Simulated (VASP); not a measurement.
# Na (P6_3/mmc) in VASP: a series of runs

Runs on Na. Level: PBE+D3(BJ). Tasks: single point, relaxation of cell and atoms.

Program: VASP 6.6.1. These are calculated values, not measurements. Logs are shortened: lines on timing, memory, paths and dates and some standing lists are left out, and cuts for length are marked.

### 1 The cell of the first run

Symmetry: P6_3/mmc, No. 194, hexagonal system. The conventional cell has a = 3.640 Å, b = 3.640 Å, c = 5.931 Å, α = 90.00°, β = 90.00°, γ = 120.00°. Within 4.8 Å of Na (site symmetry -6m2) lie 12 Na at 3.63 to 3.64 Å.

### 2 Single point, PBE+D3(BJ)

INCAR

```
SYSTEM = Na
ALGO     = Normal         ! electronic algorithm
EDIFF    = 1E-7           ! SCF threshold, eV
ENCUT    = 520            ! plane-wave cutoff, eV
GGA      = PE             ! functional
ISIF     = 2              ! what is computed and relaxed
ISMEAR   = 0              ! smearing method
IVDW     = 12             ! dispersion correction
LASPH    = .True.         ! aspherical terms in the spheres
LCHARG   = .False.        ! write CHGCAR
LREAL    = .False.        ! projectors in reciprocal space
LWAVE    = .False.        ! write WAVECAR
NBANDS   = 14             ! bands
NELM     = 80             ! most SCF steps
PREC     = Accurate       ! precision mode
SIGMA    = 0.1            ! smearing width, eV
```

KPOINTS

```
k-points
0
Gamma
  15 15 8
  0 0 0
```

POSCAR

```
Na
1.0
    3.6398586341      0.0000000000      0.0000000000
   -1.8199293170      3.1522100434      0.0000000000
    0.0000000000      0.0000000000      5.9305875405
Na
2
Direct
    0.3333333333      0.6666666667      0.2500000000
    0.6666666667      0.3333333333      0.7500000000
```

Potentials or basis: VASP PAW PBE potentials, release 64 (Na_pv).

On the command line:

```bash
$ cat potpaw_PBE.64/Na_pv/POTCAR > POTCAR
$ mpirun -np 1 vasp_std > vasp.out
```

OUTCAR:

```text
SYSTEM = Na
   EDIFF = 1E-7
   ENCUT = 520
   GGA = PE
   ISIF = 2
   ISMEAR = 0
   IVDW = 12
   LASPH = .True.
   LREAL = .False.
   NELM = 80
   PREC = Accurate
 IVDW          = 12

 ion  position               nearest neighbor table
   1  0.333  0.667  0.250-
   2  0.667  0.333  0.750-

  LATTYP: Found a hexagonal cell.
 ALAT       =     3.6398586341
 C/A-ratio  =     1.6293455699

  Lattice vectors:

 A1 = (   3.6398586341,   0.0000000000,   0.0000000000)
 A2 = (  -1.8199293170,   3.1522100434,   0.0000000000)
 A3 = (   0.0000000000,   0.0000000000,   5.9305875405)

Analysis of symmetry for initial positions (statically):
=====================================================================
 Subroutine PRICEL returns:
 Original cell was already a primitive cell.

 Routine SETGRP: Setting up the symmetry group for a
 hexagonal supercell.

 Subroutine GETGRP returns: Found 24 space group operations
 (whereof 12 operations were pure point group operations)
 out of a pool of 24 trial point group operations.

The static configuration has the point symmetry D_3d.
 The point group associated with its full space group is D_6h.

Analysis of symmetry for dynamics (positions and initial velocities):
=====================================================================
 Subroutine PRICEL returns:
 Original cell was already a primitive cell.

 Routine SETGRP: Setting up the symmetry group for a
 hexagonal supercell.

 Subroutine GETGRP returns: Found 24 space group operations
 (whereof 12 operations were pure point group operations)
 out of a pool of 24 trial point group operations.

The dynamic configuration has the point symmetry D_3d.
 The point group associated with its full space group is D_6h.

 Subroutine INISYM returns: Found 24 space group operations
 (whereof 12 operations are pure point group operations),
 and found     1 'primitive' translations

----------------------------------------------------------------------------------------

                                     Primitive cell

  volume of cell :      68.0452

  direct lattice vectors                    reciprocal lattice vectors
     3.639858634  0.000000000  0.000000000     0.274735945  0.158618872  0.000000000
    -1.819929317  3.152210043  0.000000000     0.000000000  0.317237743  0.000000000
     0.000000000  0.000000000  5.930587541     0.000000000  0.000000000  0.168617358

  length of vectors
     3.639858634  3.639858634  5.930587541     0.317237743  0.317237743  0.168617358

  position of ions in fractional coordinates (direct lattice)
     0.333333333  0.666666667  0.250000000
     0.666666667  0.333333333  0.750000000

  ion indices of the primitive-cell ions
   primitive index   ion index
                 1           1
                 2           2

----------------------------------------------------------------------------------------

 KPOINTS: k-points

Automatic generation of k-mesh.
 Grid dimensions read from file:
 generate k-points for:   15   15    8

 Generating k-lattice:

  Cartesian coordinates                     Fractional coordinates (reciprocal lattice)
     0.018315730  0.010574591  0.000000000     0.066666667  0.000000000  0.000000000
     0.000000000  0.021149183  0.000000000     0.000000000  0.066666667  0.000000000
     0.000000000  0.000000000  0.021077170     0.000000000  0.000000000  0.125000000

  Length of vectors
     0.021149183  0.021149183  0.021077170

  Shift w.r.t. Gamma in fractional coordinates (k-lattice)
     0.000000000  0.000000000  0.000000000

 Subroutine IBZKPT returns following result:
 ===========================================

 Found    135 irreducible k-points:

 Following reciprocal coordinates:
            Coordinates               Weight
  0.000000  0.000000  0.000000      1.000000
  0.066667 -0.000000  0.000000      6.000000
  0.133333  0.000000  0.000000      6.000000
  0.200000 -0.000000  0.000000      6.000000
  0.266667  0.000000  0.000000      6.000000
  0.333333 -0.000000  0.000000      6.000000
[... 16 lines left out ...]
  0.333333  0.200000  0.000000     12.000000
  0.400000  0.200000  0.000000      6.000000
 [... further k-points ...]
   k-points           NKPTS =    135   k-points in BZ     NKDIM =    135   number of bands    NBANDS=     14
   number of dos      NEDOS =    301   number of ions     NIONS =      2
   total plane-waves  NPLWV =  37632
   dimension x,y,z NGX =    28 NGY =   28 NGZ =   48
   dimension x,y,z NGXF=    56 NGYF=   56 NGZF=   96
   ions per type =               2
   NGX,Y,Z   is equivalent  to a cutoff of  12.79, 12.79, 13.46 a.u.
   NGXF,Y,Z  is equivalent  to a cutoff of  25.58, 25.58, 26.91 a.u.
 SYSTEM =  Na
   PREC   = accura    normal or accurate (medium, high low for compatibility)
   ISTART =      0    job   : 0-new  1-cont  2-samecut
   ICHARG =      2    charge: 1-file 2-atom 10-const
   ISPIN  =      1    spin polarized calculation?
   LNONCOLLINEAR =      F non collinear calculations
   LSORBIT =      F    spin-orbit coupling
   LASPH  =      T    aspherical Exc in radial PAW
   ENCUT  =  520.0 eV  38.22 Ry    6.18 a.u.   6.77  6.77 11.03*2*pi/ulx,y,z
   NELM   =     80;   NELMIN=  2; NELMDL= -5     # of ELM steps
   EDIFF  = 0.1E-06   stopping-criterion for ELM
   LREAL  =      F    real-space projection
   EDIFFG = 0.1E-05   stopping-criterion for IOM
   NSW    =      0    number of steps for IOM
   IBRION =     -1    ionic relax: 0-MD 1-quasi-New 2-CG
   NFREE  =      0    steps in history (QN), initial steepest desc. (CG)
   ISIF   =      2    stress and relaxation
   ISYM   =      2    0-nonsym 1-usesym 2-fastsym
   POTIM  = 0.5000    time-step for ionic-motion
   TEBEG  =    0.0;   TEEND  =   0.0 temperature during run
   PSTRESS=    0.0 pullay stress
   NELECT =      14.0000    total number of electrons
   NUPDOWN=      -1.0000    fix difference up-down
   EMIN   =  10.00;   EMAX   =-10.00  energy-range for DOS
[... 5 lines left out ...]
     AMIX     =   0.40;   BMIX     =  1.00
     AMIX_MAG =   1.60;   BMIX_MAG =  1.00
  volume/ion in A,a.u.               =      34.02       229.60
  Fermi-wavevector in a.u.,A,eV,Ry     =   0.966463  1.826349 12.708521  0.934050
  Thomas-Fermi vector in A             =   2.096266
   LORBIT       =      0    0 simple, 1 ext, 2 COOP (PROOUT), +10 PAW based schemes
   GGA     = PE    functional components
   LHFCALC =     F    Hartree Fock is set to
   AEXX    =    0.0000 exact exchange contribution
   IVDW    =    12    specifies the selected vdW correction
   LEPSILON=     F    determine dielectric tensor
   LRPA    =     F    only Hartree local field effects (RPA)
 non-spin polarized calculation
 Gauss-broadening in eV      SIGMA  =   0.10
  energy-cutoff  :      520.00
  volume of cell :       68.05
 maximum number of plane-waves:      1850
 NGX is ok and might be reduce to    28
   NGX = 13   NGY = 13   NGZ = 23

 number of electron      13.9999993 magnetization

 Free energy of the ion-electron system (eV)
  ---------------------------------------------------
  ext. energy  EPLUGINS =         0.00000000
  ---------------------------------------------------
  free energy    TOTEN  =        -2.60958969 eV

  energy without entropy =       -2.60380494  energy(sigma->0) =       -2.60669732

 E-fermi :   0.6095     XC(G=0):  -6.7296

 val. band max:        0.6069034779   @ k =   0.2667   0.0000   0.2500
 cond. band min:       0.6124746969   @ k =   0.2000   0.2000   0.3750
 fundamental gap:      0.0055712191
 Fermi energy:         0.6094808389

 k-point     1 :       0.0000    0.0000    0.0000
  band No.  band energies     occupation
      1     -24.2956      2.00000
      2     -24.2546      2.00000
      3     -24.2546      2.00000
      4     -24.2480      2.00000
      5     -24.2480      2.00000
      6     -24.2478      2.00000
      7      -2.8769      2.00000
      8       1.1611      0.00000
      9       1.6510      0.00000
     10      11.0366      0.00000
     11      11.0366      0.00000
     12      11.5105      0.00000
     13      11.5105      0.00000
     14      11.5617      0.00000

 k-point     2 :       0.0667   -0.0000    0.0000
  band No.  band energies     occupation
      1     -24.2949      2.00000
      2     -24.2561      2.00000
      3     -24.2551      2.00000
      4     -24.2496      2.00000
      5     -24.2482      2.00000
      6     -24.2480      2.00000
      7      -2.8071      2.00000
      8       1.2221      0.00000
      9       1.7186      0.00000
     10       9.7115      0.00000
     11      10.4731      0.00000
     12      10.9508      0.00000
     13      12.1444      0.00000
     14      12.3195      0.00000

 k-point     3 :       0.1333    0.0000    0.0000
  band No.  band energies     occupation
      1     -24.2929      2.00000
      2     -24.2604      2.00000
      3     -24.2564      2.00000
      4     -24.2540      2.00000
      5     -24.2490      2.00000
      6     -24.2488      2.00000
      7      -2.5981      2.00000
      8       1.4051      0.00000
      9       1.9195      0.00000
     10       8.1217      0.00000
     11       9.8240      0.00000
     12      10.0976      0.00000
     13      11.6628      0.00000
     14      12.4180      0.00000
[... 324 lines left out ...]
 k-point    23 :       0.3333    0.2000    0.0000
  band No.  band energies     occupation
      1     -24.2857      2.00000
      2     -24.2796      2.00000
      3     -24.2728      2.00000
      4     -24.2705      2.00000
      5     -24.2618      2.00000
      6     -24.2601      2.00000
      7       0.4280      1.98975
      8       2.3336      0.00000
      9       4.0080      0.00000
     10       4.1786      0.00000
     11       5.3142      0.00000
     12       6.0504      0.00000
     13       7.3948      0.00000
     14       7.9305      0.00000

 k-point    24 :       0.4000    0.2000    0.0000
  band No.  band energies     occupation
      1     -24.2868      2.00000
      2     -24.2795      2.00000
      3     -24.2719      2.00000
      4     -24.2711      2.00000
      5     -24.2624      2.00000
      6     -24.2615      2.00000
      7       1.2438      0.00000
      8       1.4249      0.00000
      9       4.0209      0.00000
     10       5.0168      0.00000
     11       5.0845      0.00000
     12       5.6060      0.00000
     13       6.9136      0.00000
     14       7.8672      0.00000

 [... further k-points ...]

------------------------ aborting loop because EDIFF is reached ----------------------------------------

 Edisp (eV)   -0.33427

 E8    (eV) :    -0.1626

  FORCE on cell =-STRESS in cart. coord.  units (eV):
  Direction    XX          YY          ZZ          XY          YZ          ZX
  --------------------------------------------------------------------------------------
  -------------------------------------------------------------------------------------
  Total       0.00323     0.00323     0.00253     0.00000    -0.00000    -0.00000
  in kB       0.07603     0.07603     0.05958     0.00000    -0.00000    -0.00000
  external pressure =        0.07 kB  Pullay stress =        0.00 kB

 VOLUME and BASIS-vectors are now :
 -----------------------------------------------------------------------------
  energy-cutoff  :      520.00
  volume of cell :       68.05
      direct lattice vectors                 reciprocal lattice vectors
     3.639858634  0.000000000  0.000000000     0.274735945  0.158618872  0.000000000
    -1.819929317  3.152210043  0.000000000     0.000000000  0.317237743  0.000000000
     0.000000000  0.000000000  5.930587541     0.000000000  0.000000000  0.168617358

 POSITION                                       TOTAL-FORCE (eV/Angst)
 -----------------------------------------------------------------------------------
     -0.00000      2.10147      1.48265         0.000000      0.000000      0.000000
      1.81993      1.05074      4.44794        -0.000000     -0.000000      0.000000
 -----------------------------------------------------------------------------------
    total drift:                               -0.000000      0.000000     -0.000000

  FREE ENERGIE OF THE ION-ELECTRON SYSTEM (eV)
  ---------------------------------------------------
  free  energy   TOTEN  =        -2.9438588140 eV

  energy  without entropy=       -2.9380740604  energy(sigma->0) =       -2.94096644
```

It took 61 s on 1 thread of Intel Xeon 6975P-C, shared host; peak memory 0.24 GiB.

Results:

| Property | Result |
| --- | --- |
| Free energy | -2.9439 eV |
| Pressure | 0.0 GPa |
| Band gap on the k mesh | zero (band 7 reaches 2.76 eV, above the bottom of band 8 at -1.78 eV) |
| Dispersion energy per atom | -0.167 eV |

Levels at points of the mesh, in eV from the Fermi level:
| k point | band 4 | band 5 | band 6 | band 7 | band 8 | band 9 | band 10 | band 11 |
| --- | --- | --- | --- | --- | --- | --- | --- | --- |
| (0.00, 0.00, 0.00) | -24.86 | -24.86 | -24.86 | -3.49 | 0.55 | 1.04 | 10.43 | 10.43 |
| (0.00, 0.00, 0.50) | -24.86 | -24.86 | -24.86 | -2.39 | -2.39 | 5.82 | 5.82 | 11.03 |

Caveat: pairwise dispersion overbinds metals, which lowers pressure and volume.

(Part 1 of 2 ends here.)
